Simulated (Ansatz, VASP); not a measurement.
**MgS in VASP and in Ansatz**

```
Mg S
1.0
     0.00000    2.82589    2.82589
     2.82589    0.00000    2.82589
     2.82589    2.82589    0.00000
Mg S
1 1
Cartesian
  0.0000 0.0000 0.0000
  1.4129 1.4129 1.4129
```

Alike in both runs: functional PBEsol; k mesh 8 × 8 × 8; occupations gaussian, width 0.02 eV; no spin polarisation.

Ansatz relaxed the structure, and its values are those at the end. VASP's run is a single point on that final structure, the one shown.

```csv
,VASP,Ansatz
version,VASP 6.6.1,Ansatz 0.2.0
potentials or method,"VASP PAW PBE potentials, release 64 (Mg, S), cutoff 600 eV","scalar-relativistic, plane waves, PAW"
valence electrons in the cell,8,16
```

|  | VASP | Ansatz | Ansatz less VASP |
| --- | --- | --- | --- |
| gap on the k mesh at the Fermi level (eV) | 3.32 | 3.32 | -0.003 |
| least direct gap on the mesh (eV) | 3.32 | 3.32 | -0.003 |
| pressure (GPa) | -0.1 | 0.0 | +0.07 |

VASP's potentials were made for PBE, not for PBEsol. VASP's potentials hold 8 valence electrons a cell and Ansatz's 16, so a difference there can come from the potentials and not from the codes.
